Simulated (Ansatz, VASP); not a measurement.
One calculation of LiCl, two programs

```xyz
2
Lattice="0.0000 2.6545 2.5648 2.6545 0.0000 2.5648 2.6545 2.6545 0.0000" Properties=species:S:1:pos:R:3 pbc="T T T"
Li    0.0000    0.0000    0.0000
Cl    2.6545    2.6545    2.5648
```

Change from the starting cell: strain +0.0350 x Voigt [1, 1, 0, 0, 0, 0], atoms carried along.

Alike in both runs: task single point; functional PBEsol; k mesh 8 × 8 × 8; occupations gaussian, width 0.05 eV; no spin polarisation.

|  | VASP | Ansatz |
| --- | --- | --- |
| version | VASP 6.6.1 | Ansatz 0.2.0 |
| potentials or method | VASP PAW PBE potentials, release 64 (Li_sv, Cl), cutoff 520 eV | scalar-relativistic, plane waves, PAW |
| valence electrons in the cell | 10 | 10 |

|  | VASP | Ansatz | Ansatz less VASP |
| --- | --- | --- | --- |
| gap on the k mesh at the Fermi level (eV) | 5.74 | 5.73 | -0.009 |
| least direct gap on the mesh (eV) | 5.74 | 5.73 | -0.009 |

VASP's potentials were made for PBE, not for PBEsol.

Noted on VASP's run: the cutoff is short for stress, so the pressure is rough.
